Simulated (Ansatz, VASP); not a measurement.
# TiB18N18 in VASP and in Ansatz

```
B N Ti
1.0
     7.46503    0.00000    0.00000
    -3.73252    6.46491    0.00000
     0.00000    0.00000    6.49548
B N Ti
18 18 1
Direct
  0.10775 0.22059 0.23310
  0.22065 0.10750 0.76801
  0.11045 0.55642 0.24362
  0.22068 0.44604 0.76823
  0.11046 0.88749 0.24367
  0.22109 0.77699 0.75834
  0.44627 0.22062 0.23291
  0.55648 0.11023 0.75768
  0.44631 0.55917 0.23330
  0.55921 0.44607 0.76797
  0.44587 0.88967 0.24300
  0.55648 0.77916 0.75771
  0.77723 0.22104 0.24287
  0.88755 0.11023 0.75761
  0.77938 0.55643 0.24351
  0.88973 0.44564 0.75807
  0.77723 0.88967 0.24300
  0.88973 0.77699 0.75811
  0.11146 0.22219 0.77367
  0.22240 0.11140 0.22749
  0.10976 0.55697 0.75979
  0.22243 0.44446 0.22770
  0.10975 0.88566 0.75985
  0.22232 0.77788 0.24686
  0.44451 0.22220 0.77357
  0.55720 0.10971 0.24130
  0.44453 0.55524 0.77370
  0.55547 0.44448 0.22748
  0.44463 0.88877 0.75475
  0.55722 0.78101 0.24147
  0.77795 0.22209 0.75443
  0.88591 0.10970 0.24139
  0.78105 0.55698 0.75953
  0.88900 0.44458 0.24656
  0.77795 0.88877 0.75446
  0.88900 0.77789 0.24678
  0.33348 0.33332 0.50059
```

Alike in both runs: functional PBE; k mesh 1 × 1 × 1; occupations fermi-dirac, width 0.01 eV; no spin polarisation.

Ansatz relaxed the structure, and its values are those at the end. VASP's run is a single point on that final structure, the one shown.

```csv
,VASP,Ansatz
version,VASP 6.6.1,Ansatz 0.2.0
potentials or method,"VASP PAW PBE potentials, release 64 (B, N, Ti_sv), cutoff 520 eV",plane-wave PAW DFT
valence electrons in the cell,156,156
```

```csv
,VASP,Ansatz,Ansatz less VASP
rms of the force components (eV/Å),0.008,0.004,-0.0037
```

With one functional, cell and mesh, what is left measures potentials, basis and numerics.
